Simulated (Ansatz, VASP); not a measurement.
# Pt in VASP and in Ansatz

INCAR

```
PREC = Accurate
ENCUT = 520
EDIFF = 1E-6
ISMEAR = 0
SIGMA = 0.15
LREAL = False
LASPH = True
NELM = 60
ALGO = Fast
ISIF = 2
LWAVE = False
LCHARG = False
GGA = CA
NBANDS = 11
```

The input KPOINTS:

```
regular mesh
0
Gamma
  22 22 22
```

File POSCAR:

```
Pt
1.0
    0.0000000000      2.1842381620      1.4846266787
    2.1842381620      0.0000000000      1.4846266787
    2.1842381620      2.1842381620      0.0000000000
Pt
1
Direct
    0.0000000000      0.0000000000      0.0000000000
```

Input for Ansatz:

```yaml
crystal:
  lattice:
    - [0.0, 2.184238162, 1.4846266787]
    - [2.184238162, 0.0, 1.4846266787]
    - [2.184238162, 2.184238162, 0.0]
  atoms:
    - { symbol: Pt, position: [0.0, 0.0, 0.0] }
basis:
  ecutwfc: 420
kpoints:
  mp_grid: { grid: [22, 22, 22] }
hamiltonian:
  xc: lda
  pseudopotentials: { kind: paw, azcp: { folder: soft_1 } }
scf:
  occupations: { method: gaussian, width: 0.15 }
output:
  forces: true
  stress: true
  eigenvalues: true
```

Alike in both runs: task single point; functional LDA; k mesh 22 × 22 × 22; occupations gaussian, width 0.15 eV; no spin polarisation.

```csv
,VASP,Ansatz
version,VASP 6.6.1,Ansatz 0.2.0
potentials or method,"VASP PAW LDA potentials, release 64 (Pt), cutoff 520 eV","scalar-relativistic, plane waves, PAW"
valence electrons in the cell,10,18
```

```csv
,VASP,Ansatz,Ansatz less VASP
gap on the k mesh at the Fermi level (eV),none,none,-
pressure (GPa),18.5,17.5,-0.99
"traceless stress, the component that is largest in VASP (GPa)",-3.54,-3.60,-0.062
```

Ansatz warns that its potentials were made for another functional, while VASP's fit it. LDA's correlation is that of Perdew and Zunger in VASP and of Perdew and Wang (1992) in Ansatz. A gap of «none» marks a metal or a gap that the smearing closes. VASP's potentials hold 10 valence electrons a cell and Ansatz's 18, so a difference there can come from the potentials and not from the codes.

Neither program's run includes spin-orbit coupling.
